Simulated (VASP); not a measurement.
Input of a VASP 6.6.1 run:

Contents of INCAR:

```
PREC = Accurate ; ENCUT = 520
EDIFF = 1E-7 ; ISMEAR = -1
SIGMA = 0.05 ; LREAL = F
LASPH = T ; NELM = 80
ALGO = Normal ; ISIF = 2
LWAVE = F ; LCHARG = F
GGA = RE ; IVDW = 12
NBANDS = 22
```

The input KPOINTS:

```
Automatic mesh
0
Gamma
  4 4 4
```

The input POSCAR:

```
Bi
1.0
    0.0000000000      3.1285424369      3.1285424369
    3.1285424369      0.0000000000      3.1285424369
    3.1285424369      3.1285424369      0.0000000000
Bi
2
Direct
    0.0000000000      0.0000000000      0.0000000000
    0.2500000000      0.2500000000      0.2500000000
```

Potentials or basis: VASP PAW PBE potentials, release 64 (Bi_d).

Run with:

```sh
$ cat potpaw_PBE.64/Bi_d/POTCAR > POTCAR
$ mpirun -np 1 vasp_std > vasp.out
```

Problem. What does it give for the dispersion energy per atom?

Solution. -0.966 eV.

Problem. What does it give for the band gap on the k mesh?

Solution. Zero (band 15 reaches 9.93 eV, above the bottom of band 16 at 7.54 eV).

Problem. What does it give for the pressure?

Solution. 29.4 GPa.

Caveat: the k points lie up to 0.43 Å⁻¹ apart; three body term missing; the PAW data sets were made with another functional, which shifts forces and pressure a little; spin-orbit coupling is left out, which moves the levels of the heavy elements; pairwise dispersion overbinds metals, which lowers pressure and volume.
